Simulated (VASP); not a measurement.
Here is a VASP 6.6.1 calculation.

File INCAR:

```
SYSTEM = Pt
PREC = Accurate
ENCUT = 520
EDIFF = 1E-6
ISMEAR = 0
SIGMA = 0.15
LREAL = .False.
LASPH = .True.
NELM = 80
ALGO = Normal
ISIF = 2
LWAVE = .False.
LCHARG = .False.
GGA = CA
NBANDS = 11
```

The input KPOINTS:

```
regular mesh
0
Gamma
  20 20 20
  0 0 0
```

Contents of POSCAR:

```
Pt
1.0
    0.0000000000      1.9468328700      1.9809024452
    1.9468328700      0.0000000000      1.9809024452
    1.9468328700      1.9468328700      0.0000000000
Pt
1
Direct
    0.0000000000      0.0000000000      0.0000000000
```

Potentials or basis: VASP PAW LDA potentials, release 64 (Pt).

Command:

```bash
$ cat potpaw_LDA.64/Pt/POTCAR > POTCAR
$ mpirun -np 1 vasp_std > vasp.out
```

(1) Predict the band gap on the k mesh.

(2) Estimate the pressure.

Results:

(1) zero (bands 5 and 6 overlap by 2.29 eV).

(2) -4.2 GPa.

Caveat: the cell differs from its parent crystal (normal strain along x +0.0000, normal strain along z +0.0175); the cell stands under tension; spin-orbit coupling is left out, which moves the levels of the heavy elements.
